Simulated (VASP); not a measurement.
Wanted: the native input for a VASP 6.6.1 run.

* Task: single point
* Functional: r2SCAN
* Potentials or basis: VASP PAW PBE potentials, release 64 (Au)
* Cutoff: 520 eV
* k mesh: 20 × 20 × 20
* Occupations: gaussian, width 0.15 eV
* Spin: no spin polarisation
* Dipole correction: no
* Further INCAR settings: ALGO = Normal; EDIFF = 1e-06; NBANDS = 12

Crystal: Au.

```
Au
1.0
     0.00000    2.10686    2.10686
     2.10686    0.00000    2.10686
     2.10686    2.10686    0.00000
Au
1
Cartesian
  0.0000 0.0000 0.0000
```

This cell differs from its parent crystal: strain +0.030 along x and y, +0.030 along z.

These files were run (other wordings do the same):

POSCAR

```
Au
1.0
    0.0000000000      2.1068650000      2.1068650000
    2.1068650000      0.0000000000      2.1068650000
    2.1068650000      2.1068650000      0.0000000000
Au
1
Direct
    0.0000000000      0.0000000000      0.0000000000
```

INCAR.step1

```
SYSTEM = Au
PREC     = Accurate       ! precision mode
ENCUT    = 520            ! plane-wave cutoff, eV
ISMEAR   = 0              ! smearing method
SIGMA    = 0.15           ! smearing width, eV
LREAL    = .False.        ! projectors in reciprocal space
LASPH    = .True.         ! aspherical terms in the spheres
NELM     = 100            ! most SCF steps
NBANDS   = 12             ! bands
GGA      = PE             ! functional
ALGO     = Normal         ! electronic algorithm
EDIFF    = 1E-4           ! SCF threshold, eV
LWAVE    = .True.         ! write WAVECAR
LCHARG   = .False.        ! write CHGCAR
```

INCAR.step2

```
SYSTEM = Au
PREC     = Accurate       ! precision mode
ENCUT    = 520            ! plane-wave cutoff, eV
EDIFF    = 1E-6           ! SCF threshold, eV
ISMEAR   = 0              ! smearing method
SIGMA    = 0.15           ! smearing width, eV
LREAL    = .False.        ! projectors in reciprocal space
LASPH    = .True.         ! aspherical terms in the spheres
NELM     = 100            ! most SCF steps
ALGO     = Normal         ! electronic algorithm
ISIF     = 2              ! what is computed and relaxed
LWAVE    = .False.        ! write WAVECAR
LCHARG   = .False.        ! write CHGCAR
METAGGA  = R2SCAN         ! meta-GGA
LMIXTAU  = .True.       
NBANDS   = 12             ! bands
ISTART   = 1
```

KPOINTS

```
Automatic mesh
0
Gamma
  20 20 20
  0 0 0
```

Potentials or basis: VASP PAW PBE potentials, release 64 (Au).

Command:

```bash
$ cat potpaw_PBE.64/Au/POTCAR > POTCAR
$ cp INCAR.step1 INCAR
$ mpirun -np 1 vasp_std > vasp.out
$ cp INCAR.step2 INCAR
$ mpirun -np 1 vasp_std > vasp.out
```

Results of the run:

```json
{
  "Pressure": "-8.0 GPa",
  "Band gap on the k mesh": "zero (an odd number of electrons rules out a gap without spin polarisation)"
}
```

Caveat: the cell differs from its parent crystal (strain +0.030 along x and y, +0.030 along z); the cell stands under tension; the PAW data sets were made with another functional, which shifts forces and pressure a little; spin-orbit coupling is left out, which moves the levels of the heavy elements.

It took 2 min on 1 thread of Intel Xeon 8259CL, with other jobs on the host, peak memory 0.19 GiB.
